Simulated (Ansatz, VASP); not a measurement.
**La2HfO2: VASP beside Ansatz**

```xyz
5
Lattice="3.9724 0.0000 0.0000 -1.9862 3.4402 0.0000 0.0000 0.0000 9.2087" Properties=species:S:1:pos:R:3 pbc="T T T"
La    0.0000    0.0000    6.4756
La    0.0000    0.0000    2.7331
Hf    0.0000    2.2935    0.0000
O     0.0000    2.2935    7.1496
O     0.0000    2.2935    2.0591
```

Alike in both runs: functional PBE; k mesh 12 × 12 × 4; occupations gaussian, width 0.1 eV; no spin polarisation.

Ansatz relaxed the structure, and its values are those at the end. VASP's run is a single point on that final structure, the one shown.

|  | VASP | Ansatz |
| --- | --- | --- |
| version | VASP 6.6.1 | Ansatz 0.2.0 |
| potentials or method | VASP PAW PBE potentials, release 64 (La, Hf_pv, O), cutoff 520 eV | scalar-relativistic, plane waves, PAW |
| valence electrons in the cell | 44 | 60 |

|  | VASP | Ansatz | Ansatz less VASP |
| --- | --- | --- | --- |
| gap on the k mesh at the Fermi level (eV) | none | none | - |
| pressure (GPa) | -0.4 | 0.0 | +0.39 |
| rms of the force components (eV/Å) | 0.042 | 0.001 | -0.0412 |

A gap of «none» marks a metal or a gap that the smearing closes. VASP's potentials hold 44 valence electrons a cell and Ansatz's 60, so a difference there can come from the potentials and not from the codes.

Spin-orbit coupling is off throughout.
